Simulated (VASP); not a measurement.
# NaSnCl3 (Pm-3m) in VASP: a series of runs

The runs below take NaSnCl3 through single point, with PBE, r2SCAN.

Everything below comes from runs of VASP 6.6.1. Logs are shortened: lines on timing, memory, paths and dates and some standing lists are left out, and cuts for length are marked.

**1. The cell of the first run**

It takes space group Pm-3m (No. 221, cubic). The conventional cell has a = 5.671 Å, b = 5.671 Å, c = 5.671 Å, α = 90.00°, β = 90.00°, γ = 90.00°. Na (site symmetry m-3m) has 12 Cl at 4.01 Å and 8 Sn at 4.91 Å within 5.3 Å. Sn (site symmetry m-3m) has 6 Cl at 2.84 Å within 3.7 Å. Cl (site symmetry 4/mmm) has 2 Sn at 2.84 Å within 3.7 Å.

**2. Single point, PBE (36.47 Å³/atom)**

INCAR

```
  ALGO = Normal
  EDIFF = 1E-6
  ENCUT = 520
  GGA = PE
  ISIF = 2
  ISMEAR = 0
  LASPH = T
  LCHARG = T
  LELF = T
  LREAL = F
  LVHAR = T
  LWAVE = F
  NBANDS = 29
  NELM = 100
  PREC = Accurate
  SIGMA = 0.01
```

KPOINTS

```
k-points
0
Gamma
  4 4 4
```

POSCAR

```
NaSnCl3
1.0
    5.6705305194      0.0000000000      0.0000000000
    0.0000000000      5.6705305194      0.0000000000
    0.0000000000      0.0000000000      5.6705305194
Na Sn Cl
1 1 3
Direct
    0.0000000000      0.0000000000      0.0000000000
    0.5000000000      0.5000000000      0.5000000000
    0.5000000000      0.5000000000      0.0000000000
    0.5000000000      0.0000000000      0.5000000000
    0.0000000000      0.5000000000      0.5000000000
```

Potentials or basis: VASP PAW PBE potentials, release 64 (Na_pv, Sn_d, Cl).

Command:

```bash
> cat potpaw_PBE.64/Na_pv/POTCAR potpaw_PBE.64/Sn_d/POTCAR potpaw_PBE.64/Cl/POTCAR > POTCAR
> mpirun -np 1 vasp_std > vasp.out
```

OUTCAR:

```text
EDIFF = 1E-6
   ENCUT = 520
   GGA = PE
   ISIF = 2
   ISMEAR = 0
   LASPH = T
   LREAL = F
   NELM = 100
   PREC = Accurate

 ion  position               nearest neighbor table
   1  0.000  0.000  0.000-
   2  0.500  0.500  0.500-   3 2.84   4 2.84   5 2.84   3 2.84   4 2.84   5 2.84
   3  0.500  0.500  0.000-   2 2.84   2 2.84
   4  0.500  0.000  0.500-   2 2.84   2 2.84
   5  0.000  0.500  0.500-   2 2.84   2 2.84

  LATTYP: Found a simple cubic cell.
 ALAT       =     5.6705305194

  Lattice vectors:

 A1 = (   5.6705305194,   0.0000000000,   0.0000000000)
 A2 = (   0.0000000000,   5.6705305194,   0.0000000000)
 A3 = (   0.0000000000,   0.0000000000,   5.6705305194)

Analysis of symmetry for initial positions (statically):
=====================================================================
 Subroutine PRICEL returns:
 Original cell was already a primitive cell.

 Routine SETGRP: Setting up the symmetry group for a
 simple cubic supercell.

 Subroutine GETGRP returns: Found 48 space group operations
 (whereof 48 operations were pure point group operations)
 out of a pool of 48 trial point group operations.

The static configuration has the point symmetry O_h .

Analysis of symmetry for dynamics (positions and initial velocities):
=====================================================================
 Subroutine PRICEL returns:
 Original cell was already a primitive cell.

 Routine SETGRP: Setting up the symmetry group for a
 simple cubic supercell.

 Subroutine GETGRP returns: Found 48 space group operations
 (whereof 48 operations were pure point group operations)
 out of a pool of 48 trial point group operations.

The dynamic configuration has the point symmetry O_h .

 Subroutine INISYM returns: Found 48 space group operations
 (whereof 48 operations are pure point group operations),
 and found     1 'primitive' translations

----------------------------------------------------------------------------------------

                                     Primitive cell

  volume of cell :     182.3354

  direct lattice vectors                    reciprocal lattice vectors
     5.670530519  0.000000000  0.000000000     0.176350343  0.000000000  0.000000000
     0.000000000  5.670530519  0.000000000     0.000000000  0.176350343  0.000000000
     0.000000000  0.000000000  5.670530519     0.000000000  0.000000000  0.176350343

  length of vectors
     5.670530519  5.670530519  5.670530519     0.176350343  0.176350343  0.176350343

  position of ions in fractional coordinates (direct lattice)
     0.000000000  0.000000000  0.000000000
     0.500000000  0.500000000  0.500000000
     0.500000000  0.500000000  0.000000000
     0.500000000  0.000000000  0.500000000
     0.000000000  0.500000000  0.500000000

  ion indices of the primitive-cell ions
   primitive index   ion index
                 1           1
                 2           2
                 3           3
                 4           4
                 5           5

----------------------------------------------------------------------------------------

 KPOINTS: k-points

Automatic generation of k-mesh.
 Grid dimensions read from file:
 generate k-points for:    4    4    4

 Generating k-lattice:

  Cartesian coordinates                     Fractional coordinates (reciprocal lattice)
     0.044087586  0.000000000  0.000000000     0.250000000  0.000000000  0.000000000
     0.000000000  0.044087586  0.000000000     0.000000000  0.250000000  0.000000000
     0.000000000  0.000000000  0.044087586     0.000000000  0.000000000  0.250000000

  Length of vectors
     0.044087586  0.044087586  0.044087586

  Shift w.r.t. Gamma in fractional coordinates (k-lattice)
     0.000000000  0.000000000  0.000000000

 Subroutine IBZKPT returns following result:
 ===========================================

 Found     10 irreducible k-points:

 Following reciprocal coordinates:
            Coordinates               Weight
  0.000000  0.000000  0.000000      1.000000
  0.250000  0.000000  0.000000      6.000000
  0.500000  0.000000  0.000000      3.000000
  0.250000  0.250000  0.000000     12.000000
  0.500000  0.250000  0.000000     12.000000
  0.500000  0.500000  0.000000      3.000000
  0.250000  0.250000  0.250000      8.000000
  0.500000  0.250000  0.250000     12.000000
  0.500000  0.500000  0.250000      6.000000
  0.500000  0.500000  0.500000      1.000000
   k-points           NKPTS =     10   k-points in BZ     NKDIM =     10   number of bands    NBANDS=     29
   number of dos      NEDOS =    301   number of ions     NIONS =      5
   total plane-waves  NPLWV =  74088
   dimension x,y,z NGX =    42 NGY =   42 NGZ =   42
   dimension x,y,z NGXF=    84 NGYF=   84 NGZF=   84
   ions per type =               1   1   3
   NGX,Y,Z   is equivalent  to a cutoff of  12.31, 12.31, 12.31 a.u.
   NGXF,Y,Z  is equivalent  to a cutoff of  24.63, 24.63, 24.63 a.u.
 SYSTEM =  unknown system
   PREC   = accura    normal or accurate (medium, high low for compatibility)
   ISTART =      0    job   : 0-new  1-cont  2-samecut
   ICHARG =      2    charge: 1-file 2-atom 10-const
   ISPIN  =      1    spin polarized calculation?
   LNONCOLLINEAR =      F non collinear calculations
   LSORBIT =      F    spin-orbit coupling
   LASPH  =      T    aspherical Exc in radial PAW
   ENCUT  =  520.0 eV  38.22 Ry    6.18 a.u.  10.54 10.54 10.54*2*pi/ulx,y,z
   NELM   =    100;   NELMIN=  2; NELMDL= -5     # of ELM steps
   EDIFF  = 0.1E-05   stopping-criterion for ELM
   LREAL  =      F    real-space projection
   EDIFFG = 0.1E-04   stopping-criterion for IOM
   NSW    =      0    number of steps for IOM
   IBRION =     -1    ionic relax: 0-MD 1-quasi-New 2-CG
   NFREE  =      0    steps in history (QN), initial steepest desc. (CG)
   ISIF   =      2    stress and relaxation
   ISYM   =      2    0-nonsym 1-usesym 2-fastsym
   POTIM  = 0.5000    time-step for ionic-motion
   TEBEG  =    0.0;   TEEND  =   0.0 temperature during run
   PSTRESS=    0.0 pullay stress
   NELECT =      42.0000    total number of electrons
   NUPDOWN=      -1.0000    fix difference up-down
   EMIN   =  10.00;   EMAX   =-10.00  energy-range for DOS
   EFERMI =   0.00;   METHOD = LEGACY
   ISMEAR =     0;   SIGMA  =   0.01  broadening in eV -4-tet -1-fermi 0-gaus
   EFERMI_NEDOS =   21; number of points for ismear=-14 and -15
   IALGO  =     38    algorithm
   IMIX   =      4    mixing-type and parameters
     AMIX     =   0.40;   BMIX     =  1.00
     AMIX_MAG =   1.60;   BMIX_MAG =  1.00
  volume/ion in A,a.u.               =      36.47       246.09
  Fermi-wavevector in a.u.,A,eV,Ry     =   1.003539  1.896414 13.702297  1.007090
  Thomas-Fermi vector in A             =   2.136097
   LORBIT       =      0    0 simple, 1 ext, 2 COOP (PROOUT), +10 PAW based schemes
   GGA     = PE    functional components
   LHFCALC =     F    Hartree Fock is set to
   AEXX    =    0.0000 exact exchange contribution
   IVDW    =     0    specifies the selected vdW correction
   LEPSILON=     F    determine dielectric tensor
   LRPA    =     F    only Hartree local field effects (RPA)
 non-spin polarized calculation
 Gauss-broadening in eV      SIGMA  =   0.01
  energy-cutoff  :      520.00
  volume of cell :      182.34
 maximum number of plane-waves:      4945
   NGX = 21   NGY = 21   NGZ = 21

 number of electron      41.9999997 magnetization

 Free energy of the ion-electron system (eV)
  ---------------------------------------------------
  ext. energy  EPLUGINS =         0.00000000
  ---------------------------------------------------
  free energy    TOTEN  =       -16.33812903 eV

  energy without entropy =      -16.33812903  energy(sigma->0) =      -16.33812903

 E-fermi :   1.5106     XC(G=0):  -6.8575

 val. band max:        1.4293798488   @ k =   0.5000   0.5000   0.5000
 cond. band min:       2.5991669466   @ k =   0.5000   0.5000   0.5000
 fundamental gap:      1.1697870978
 Fermi energy:         1.5105519408

 k-point     1 :       0.0000    0.0000    0.0000
  band No.  band energies     occupation
      1     -24.6600      2.00000
      2     -24.6600      2.00000
      3     -24.6600      2.00000
      4     -20.4916      2.00000
      5     -20.4916      2.00000
      6     -20.4695      2.00000
[... 21 lines left out ...]
     28       7.2127      0.00000
     29       7.2127      0.00000

 k-point     2 :       0.2500    0.0000    0.0000
  band No.  band energies     occupation
      1     -24.6600      2.00000
      2     -24.6600      2.00000
      3     -24.6600      2.00000
      4     -20.4916      2.00000
      5     -20.4879      2.00000
      6     -20.4696      2.00000
[... 21 lines left out ...]
     28       7.0380      0.00000
     29       7.3512      0.00000

 k-point     3 :       0.5000    0.0000    0.0000
  band No.  band energies     occupation
      1     -24.6601      2.00000
      2     -24.6600      2.00000
      3     -24.6600      2.00000
      4     -20.4916      2.00000
      5     -20.4842      2.00000
      6     -20.4697      2.00000
[... 21 lines left out ...]
     28       6.8809      0.00000
     29       7.6722      0.00000

 k-point     4 :       0.2500    0.2500    0.0000
  band No.  band energies     occupation
      1     -24.6600      2.00000
      2     -24.6600      2.00000
      3     -24.6600      2.00000
      4     -20.4897      2.00000
      5     -20.4860      2.00000
      6     -20.4697      2.00000
[... 149 lines left out ...]
     28       6.8802      0.00000
     29       8.5805      0.00000

 k-point     9 :       0.5000    0.5000    0.2500
  band No.  band energies     occupation
      1     -24.6601      2.00000
      2     -24.6601      2.00000
      3     -24.6600      2.00000
      4     -20.4842      2.00000
      5     -20.4805      2.00000
      6     -20.4699      2.00000
[... 21 lines left out ...]
     28       6.7711      0.00000
     29       8.5971      0.00000

 k-point    10 :       0.5000    0.5000    0.5000
  band No.  band energies     occupation
      1     -24.6601      2.00000
      2     -24.6601      2.00000
      3     -24.6601      2.00000
      4     -20.4805      2.00000
      5     -20.4805      2.00000
      6     -20.4699      2.00000
[... 21 lines left out ...]
     28       6.9161      0.00000
     29       8.4080      0.00000

------------------------ aborting loop because EDIFF is reached ----------------------------------------

  FORCE on cell =-STRESS in cart. coord.  units (eV):
  Direction    XX          YY          ZZ          XY          YZ          ZX
  --------------------------------------------------------------------------------------
  -------------------------------------------------------------------------------------
  Total       -1.2480103     -1.2480103     -1.2480103      0.0000000      0.0000000      0.0000000
  in kB      -10.9662379    -10.9662379    -10.9662379      0.0000000      0.0000000      0.0000000
  external PRESSURE =     -10.9662379 kB  Pullay stress =       0.0000000 kB

 VOLUME and BASIS-vectors are now :
 -----------------------------------------------------------------------------
  energy-cutoff  :      520.00
  volume of cell :      182.34
      direct lattice vectors                 reciprocal lattice vectors
     5.670530519  0.000000000  0.000000000     0.176350343  0.000000000  0.000000000
     0.000000000  5.670530519  0.000000000     0.000000000  0.176350343  0.000000000
     0.000000000  0.000000000  5.670530519     0.000000000  0.000000000  0.176350343

 POSITION                                       TOTAL-FORCE (eV/Angst)
 -----------------------------------------------------------------------------------
      0.00000      0.00000      0.00000         0.000000      0.000000      0.000000
      2.83527      2.83527      2.83527         0.000000      0.000000      0.000000
      2.83527      2.83527      0.00000         0.000000      0.000000      0.000000
      2.83527      0.00000      2.83527         0.000000      0.000000      0.000000
      0.00000      2.83527      2.83527         0.000000      0.000000      0.000000
 -----------------------------------------------------------------------------------
    total drift:                                0.000000     -0.000000     -0.000000

  FREE ENERGIE OF THE ION-ELECTRON SYSTEM (eV)
  ---------------------------------------------------
  free  energy   TOTEN  =       -16.3381290333 eV

  energy  without entropy=      -16.3381290333  energy(sigma->0) =      -16.33812903
```

It took 24 s on 1 thread of Intel Xeon 6975P-C (Granite Rapids), shared host; peak memory 0.26 GiB.

Results:

```
Free energy            : -16.3381 eV
Pressure               : -1.1 GPa
Band gap on the k mesh : 1.17 eV
```

Caveat: spin-orbit coupling is left out, which moves the levels of the heavy elements.

**3. Single point, r2SCAN (31.76 Å³/atom)**

This run uses another cell than the first one, of 31.76 Å³/atom.

POSCAR: that of step 2 with these lines changed.

```diff
@@ -2,5 +2,5 @@
 1.0
-    5.6705305194      0.0000000000      0.0000000000
-    0.0000000000      5.6705305194      0.0000000000
-    0.0000000000      0.0000000000      5.6705305194
+    5.4151611636      0.0000000000      0.0000000000
+    0.0000000000      5.4151611636      0.0000000000
+    0.0000000000      0.0000000000      5.4151611636
 Na Sn Cl
```

INCAR.step1

```
PREC = Accurate
ENCUT = 520
ISMEAR = 0
SIGMA = 0.01
LREAL = F
LASPH = T
NELM = 100
NBANDS = 29
GGA = PE
ALGO = Normal
EDIFF = 1E-4
LWAVE = T
LCHARG = F
```

INCAR.step2

```
PREC = Accurate
ENCUT = 520
EDIFF = 1E-6
ISMEAR = 0
SIGMA = 0.01
LREAL = F
LASPH = T
NELM = 100
ALGO = Normal
ISIF = 2
LWAVE = F
LCHARG = F
METAGGA = R2SCAN
LMIXTAU = T
NBANDS = 29
ISTART = 1
```

KPOINTS

```
Automatic mesh
0
Gamma
  4 4 4
```

Potentials or basis: VASP PAW PBE potentials, release 64 (Na_pv, Sn_d, Cl).

Command:

```bash
> cat potpaw_PBE.64/Na_pv/POTCAR potpaw_PBE.64/Sn_d/POTCAR potpaw_PBE.64/Cl/POTCAR > POTCAR
> cp INCAR.step1 INCAR
> mpirun -np 1 vasp_std > vasp.out
> cp INCAR.step2 INCAR
> mpirun -np 1 vasp_std > vasp.out
```

Run time: 75 s. Hardware: 1 thread of Intel Xeon 6975P-C (Granite Rapids), shared host; peak memory 0.28 GiB.

Results (log left out):

* Free energy: -52.7392 eV
* Pressure: 1.7 GPa
* Band gap on the k mesh: 0.44 eV (least direct gap 0.57 eV)

Levels at points of the mesh, in eV from the valence-band top:
```csv
k point,band 19,band 20,band 21,band 22,band 23,band 24
"(0.00, 0.00, 0.00)",-4.73,-4.73,-4.73,0.44,4.48,4.48
"(0.50, 0.00, 0.00)",-4.73,-4.73,-2.77,1.74,1.90,2.75
"(0.50, 0.50, 0.00)",-4.98,-4.25,-1.34,1.15,1.15,2.32
"(0.50, 0.50, 0.50)",-4.24,-4.24,0.00,0.57,0.57,0.57
```

Caveat: semilocal functionals underestimate gaps, and a narrow one can read as zero; the PAW data sets were made with another functional, which shifts forces and pressure a little; spin-orbit coupling is left out, which moves the levels of the heavy elements. A k mesh can miss the band edges.

**4. Single point, r2SCAN (32.77 Å³/atom)**

This run uses another cell than the first one, of 32.77 Å³/atom.

POSCAR: that of step 3 with these lines changed.

```diff
@@ -2,5 +2,5 @@
 1.0
-    5.4151611636      0.0000000000      0.0000000000
-    0.0000000000      5.4151611636      0.0000000000
-    0.0000000000      0.0000000000      5.4151611636
+    5.4721670492      0.0000000000      0.0000000000
+    0.0000000000      5.4721670492      0.0000000000
+    0.0000000000      0.0000000000      5.4721670492
 Na Sn Cl
```

INCAR.step1

```
SYSTEM = NaSnCl3
PREC = Accurate
ENCUT = 520
ISMEAR = 0
SIGMA = 0.01
LREAL = .FALSE.
LASPH = .TRUE.
NELM = 80
NBANDS = 29
GGA = PE
ALGO = Normal
EDIFF = 1E-4
LWAVE = .TRUE.
LCHARG = .FALSE.
```

INCAR.step2

```
SYSTEM = NaSnCl3
PREC = Accurate
ENCUT = 520
EDIFF = 1E-6
ISMEAR = 0
SIGMA = 0.01
LREAL = .FALSE.
LASPH = .TRUE.
NELM = 80
ALGO = Normal
ISIF = 2
LWAVE = .FALSE.
LCHARG = .FALSE.
METAGGA = R2SCAN
LMIXTAU = .TRUE.
NBANDS = 29
ISTART = 1
```

KPOINTS

```
regular mesh
0
G
  4 4 4
  0 0 0
```

Command:

```bash
> cat potpaw_PBE.64/Na_pv/POTCAR potpaw_PBE.64/Sn_d/POTCAR potpaw_PBE.64/Cl/POTCAR > POTCAR
> cp INCAR.step1 INCAR
> mpirun -np 1 vasp_std > vasp.out
> cp INCAR.step2 INCAR
> mpirun -np 1 vasp_std > vasp.out
```

Wall time 95 s (1 thread of Intel Xeon 6975P-C (Granite Rapids), shared host); peak memory 0.3 GiB.

The run converged. Its results:

| Item | Value |
| --- | --- |
| Free energy | -52.7798 eV |
| Pressure | 0.8 GPa |
| Band gap on the k mesh | 0.74 eV (least direct gap 0.77 eV) |

Levels at points of the mesh, in eV from the valence-band top:
| k point | band 19 | band 20 | band 21 | band 22 | band 23 | band 24 |
| --- | --- | --- | --- | --- | --- | --- |
| (0.00, 0.00, 0.00) | -4.39 | -4.39 | -4.39 | 0.74 | 4.78 | 4.78 |
| (0.50, 0.00, 0.00) | -4.39 | -4.39 | -2.62 | 1.87 | 2.14 | 3.03 |
| (0.50, 0.50, 0.00) | -4.63 | -3.94 | -1.26 | 1.32 | 1.32 | 2.55 |
| (0.50, 0.50, 0.50) | -3.93 | -3.93 | 0.00 | 0.77 | 0.77 | 0.77 |

Caveat: semilocal functionals underestimate gaps, and a narrow one can read as zero; the PAW data sets were made with another functional, which shifts forces and pressure a little; spin-orbit coupling is left out, which moves the levels of the heavy elements. A k mesh can miss the band edges.

**5. Overview**

```tsv
level	cell	gap on the mesh (eV)	pressure (GPa)
PBE	a = 5.671 Å, 5 atoms	1.17	-1.1
r2SCAN	a = 5.415 Å, 5 atoms	0.44	1.7
r2SCAN	a = 5.472 Å, 5 atoms	0.74	0.8
```

Alike in all rows: task single point; potentials or basis VASP PAW PBE potentials, release 64 (Na_pv, Sn_d, Cl); no spin polarisation; k mesh 4 × 4 × 4; cutoff (eV) 520; smearing gaussian 0.01 eV.

Caveats: spin-orbit coupling is left out, which moves the levels of the heavy elements; semilocal functionals underestimate gaps, and a narrow one can read as zero (at least some runs); the PAW data sets were made with another functional, which shifts forces and pressure a little (at least some runs).

Total energies depend on the potentials used, so only differences within one code and one set of settings carry meaning.
